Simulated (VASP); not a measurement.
Write the native input for VASP 6.6.1 that does the following.

```yaml
Task: single point
Functional: PBE
Potentials_or_basis: VASP PAW PBE potentials, release 64 (Ti_sv, O)
Cutoff: 520 eV
k_mesh: 2 × 2 × 2, shifted
Occupations: gaussian, width 0.1 eV
Spin: no spin polarisation
Hubbard_terms: Ti d U = 4.0 eV
Dipole_correction: no
Further_INCAR_settings: LREAL = Auto; ALGO = Normal; EDIFF = 1e-06; NBANDS = 107; ISYM = 0
```

The structure of Ti7O16 lies in POSCAR:

```
Ti7O16
1.0
    4.6974956137     -4.6805608983      0.0004937961
   -4.6826137117     -4.6656789964      0.0001809166
   -0.0076436995      4.6735571669     -6.0728803716
Ti O
7 16
Direct
    0.5060013321      0.5047071938      0.0105662041
    0.2503338417      0.2489293141      0.4994385899
    0.9948091462      0.9934378349      0.9882933093
    0.6342983720      0.1332081687      0.2674649524
    0.3751430602      0.8735787587      0.7484441306
    0.1260661022      0.6243286788      0.2502987167
    0.8663378266      0.3649758370      0.7313007364
    0.7506220920      0.4361734547      0.4994773092
    0.4999699201      0.1972695429      0.9981855182
    0.2500874116      0.9435019221      0.4994156515
    1.0012401236      0.6986233278      0.0007650836
    0.3258509200      0.1274401641      0.2572285070
    0.1128586150      0.8970595119      0.7936124434
    0.8187580934      0.6027413885      0.2051575241
    0.5680379337      0.3695488599      0.7415371359
    0.7504447542      0.0619744130      0.4993091602
    0.4997826264      0.7995724895      0.9981577310
    0.2507521065      0.5546260360      0.4994258987
    1.0010150993      0.3008471181      1.0006730031
    0.9327880128      0.1285410308      0.2571277797
    0.6822021306      0.8950655085      0.7932206228
    0.3884936965      0.6012257497      0.2055970221
    0.1751761436      0.3707620320      0.7417758685
```

These files were run (other wordings do the same):

INCAR

```
PREC = Accurate
ENCUT = 520
EDIFF = 1E-6
ISMEAR = 0
SIGMA = 0.1
LREAL = Auto
LASPH = True
NELM = 150
ALGO = Normal
ISIF = 2
LWAVE = False
LCHARG = False
LMAXMIX = 4
LDAU = True
LDAUTYPE = 2
LDAUL = 2 -1
LDAUU = 4 0
LDAUJ = 0 0
LDAUPRINT = 1
GGA = PE
ISYM = 0
NBANDS = 107
```

KPOINTS

```
Automatic mesh
0
Gamma
  2 2 2
  0.5 0.5 0.5
```

Potentials or basis: VASP PAW PBE potentials, release 64 (Ti_sv, O).

The run is started by

```bash
$ cat potpaw_PBE.64/Ti_sv/POTCAR potpaw_PBE.64/O/POTCAR > POTCAR
$ mpirun -np 1 vasp_std > vasp.out
```

Results of the run:

```
Pressure               : 3.9 GPa
Largest force          : 0.631 eV/Å
Band gap on the k mesh : zero (band 90 reaches 2.82 eV, above the bottom of band 91 at 2.79 eV)
```

Caveat: the k points lie up to 0.54 Å⁻¹ apart; U without spin polarisation on a metal has little footing.

Wall time 9.4 min on 1 thread of Intel(R) Xeon(R) Platinum 8175M CPU @ 2.50GHz (Skylake/Cascade Lake), with other jobs on the host, peak memory 0.39 GiB.
